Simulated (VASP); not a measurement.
# CdS (P6_3mc) in VASP: further runs, part 2 of 2

VASP 6.6.1. The steps go on from the part before.

**3. Single point, PBE**

This run uses another cell than the first one, of 26.04 Å³/atom.

Input file INCAR:

```
PREC     = Accurate       # precision mode
ENCUT    = 520            # plane-wave cutoff, eV
EDIFF    = 1E-6           # SCF threshold, eV
ISMEAR   = 0              # smearing method
SIGMA    = 0.02           # smearing width, eV
LREAL    = False          # projectors in reciprocal space
LASPH    = True           # aspherical terms in the spheres
NELM     = 60             # most SCF steps
ALGO     = Normal         # electronic algorithm
ISIF     = 2              # what is computed and relaxed
LWAVE    = False          # write WAVECAR
LCHARG   = False          # write CHGCAR
GGA      = PE             # functional
NBANDS   = 26             # bands
```

Input file KPOINTS:

```
Automatic mesh
0
Gamma
  9 9 4
```

Input file POSCAR:

```
CdS
1.0
    4.1964359620      0.0000000000      0.0000000000
   -2.0982179810      3.6342201485      0.0000000000
    0.0000000000      0.0000000000      6.8291483548
Cd S
2 2
Direct
    0.6666666667      0.3333333333      0.5002281162
    0.3333333333      0.6666666667      0.0002281162
    0.6666666667      0.3333333333      0.8767718838
    0.3333333333      0.6666666667      0.3767718838
```

Potentials or basis: VASP PAW PBE potentials, release 64 (Cd, S).

Launch:

```console
> cat potpaw_PBE.64/Cd/POTCAR potpaw_PBE.64/S/POTCAR > POTCAR
> mpirun -np 1 vasp_std > vasp.out
```

OUTCAR:

```text
PREC = Accurate
   ENCUT = 520
   EDIFF = 1E-6
   ISMEAR = 0
   LREAL = False
   LASPH = True
   NELM = 60
   ISIF = 2
   GGA = PE

 ion  position               nearest neighbor table
   1  0.667  0.333  0.500-   4 2.57   4 2.57   4 2.57   3 2.57
   2  0.333  0.667  0.000-   3 2.57   3 2.57   3 2.57   4 2.57
   3  0.667  0.333  0.877-   2 2.57   2 2.57   2 2.57   1 2.57
   4  0.333  0.667  0.377-   1 2.57   1 2.57   1 2.57   2 2.57

  LATTYP: Found a hexagonal cell.
 ALAT       =     4.1964359620
 C/A-ratio  =     1.6273686568

  Lattice vectors:

 A1 = (   4.1964359620,   0.0000000000,   0.0000000000)
 A2 = (  -2.0982179810,   3.6342201485,   0.0000000000)
 A3 = (   0.0000000000,   0.0000000000,   6.8291483548)

Analysis of symmetry for initial positions (statically):
=====================================================================
 Subroutine PRICEL returns:
 Original cell was already a primitive cell.

 Routine SETGRP: Setting up the symmetry group for a
 hexagonal supercell.

 Subroutine GETGRP returns: Found 12 space group operations
 (whereof  6 operations were pure point group operations)
 out of a pool of 24 trial point group operations.

The static configuration has the point symmetry C_3v.
 The point group associated with its full space group is C_6v.

Analysis of symmetry for dynamics (positions and initial velocities):
=====================================================================
 Subroutine PRICEL returns:
 Original cell was already a primitive cell.

 Routine SETGRP: Setting up the symmetry group for a
 hexagonal supercell.

 Subroutine GETGRP returns: Found 12 space group operations
 (whereof  6 operations were pure point group operations)
 out of a pool of 24 trial point group operations.

The dynamic configuration has the point symmetry C_3v.
 The point group associated with its full space group is C_6v.

[... 119 lines left out ...]
   IALGO  =     38    algorithm
   IMIX   =      4    mixing-type and parameters
     AMIX     =   0.40;   BMIX     =  1.00
     AMIX_MAG =   1.60;   BMIX_MAG =  1.00
  volume/ion in A,a.u.               =      26.04       175.71
  Fermi-wavevector in a.u.,A,eV,Ry     =   1.148919  2.171143 17.959903  1.320016
  Thomas-Fermi vector in A             =   2.285592
   LORBIT       =      0    0 simple, 1 ext, 2 COOP (PROOUT), +10 PAW based schemes
   GGA     = PE    functional components
   LHFCALC =     F    Hartree Fock is set to
   AEXX    =    0.0000 exact exchange contribution
   IVDW    =     0    specifies the selected vdW correction
   LEPSILON=     F    determine dielectric tensor
   LRPA    =     F    only Hartree local field effects (RPA)
 non-spin polarized calculation
 Gauss-broadening in eV      SIGMA  =   0.02
  energy-cutoff  :      520.00
  volume of cell :      104.15
 maximum number of plane-waves:      2838
 NGX is ok and might be reduce to    32
   NGX = 15   NGY = 15   NGZ = 25

 number of electron      36.0000000 magnetization

 Free energy of the ion-electron system (eV)
  ---------------------------------------------------
  ext. energy  EPLUGINS =         0.00000000
  ---------------------------------------------------
  free energy    TOTEN  =       -12.29950313 eV

  energy without entropy =      -12.29950313  energy(sigma->0) =      -12.29950313

 E-fermi :   1.0080     XC(G=0):  -8.9193

 val. band max:        0.9112665007   @ k =   0.0000   0.0000   0.0000
 cond. band min:       2.0244121333   @ k =   0.0000   0.0000   0.0000
 fundamental gap:      1.1131456326
 Fermi energy:         1.0079579201

 k-point     1 :       0.0000    0.0000    0.0000
  band No.  band energies     occupation
      1     -11.1770      2.00000
      2     -10.7895      2.00000
      3      -6.6368      2.00000
      4      -6.6310      2.00000
      5      -6.6310      2.00000
      6      -6.5567      2.00000
[... 685 lines left out ...]
     25      10.1686      0.00000
     26      10.1829      0.00000

 [... further k-points ...]

------------------------ aborting loop because EDIFF is reached ----------------------------------------

  FORCE on cell =-STRESS in cart. coord.  units (eV):
  Direction    XX          YY          ZZ          XY          YZ          ZX
  --------------------------------------------------------------------------------------
  -------------------------------------------------------------------------------------
  Total        0.1839332      0.1839332      0.1855534      0.0000000      0.0000000      0.0000000
  in kB        2.8295168      2.8295168      2.8544418      0.0000000      0.0000000      0.0000000
  external PRESSURE =       2.8378251 kB  Pullay stress =       0.0000000 kB

 VOLUME and BASIS-vectors are now :
 -----------------------------------------------------------------------------
  energy-cutoff  :      520.00
  volume of cell :      104.15
      direct lattice vectors                 reciprocal lattice vectors
     4.196435962  0.000000000  0.000000000     0.238297453  0.137581098  0.000000000
    -2.098217981  3.634220148  0.000000000     0.000000000  0.275162197  0.000000000
     0.000000000  0.000000000  6.829148355     0.000000000  0.000000000  0.146431143

 POSITION                                       TOTAL-FORCE (eV/Angst)
 -----------------------------------------------------------------------------------
      2.09822      1.21141      3.41613        -0.000000     -0.000000     -0.000100
     -0.00000      2.42281      0.00156         0.000000      0.000000     -0.000100
      2.09822      1.21141      5.98761         0.000000     -0.000000      0.000100
     -0.00000      2.42281      2.57303        -0.000000      0.000000      0.000100
 -----------------------------------------------------------------------------------
    total drift:                               -0.000000     -0.000000     -0.000306

  FREE ENERGIE OF THE ION-ELECTRON SYSTEM (eV)
  ---------------------------------------------------
  free  energy   TOTEN  =       -12.2995031343 eV

  energy  without entropy=      -12.2995031343  energy(sigma->0) =      -12.29950313
```

stdout:

```text
POSCAR found type information on POSCAR CdS
 POSCAR found :  2 types and       4 ions
 scaLAPACK will be used
 LDA part: xc-table for (Slater+PW92), standard interpolation
 POSCAR, INCAR and KPOINTS ok, starting setup
 FFT: planning ... GRIDC
 FFT: planning ... GRID_SOFT
 FFT: planning ... GRID
 WAVECAR not read
 entering main loop
```

It took 1.8 min on 1 thread of Intel Xeon 8259CL, shared host; peak memory 0.26 GiB.

Results:

| Item | Value |
| --- | --- |
| Free energy | -12.2995 eV |
| Pressure | 0.3 GPa |
| Band gap on the k mesh | 1.11 eV |
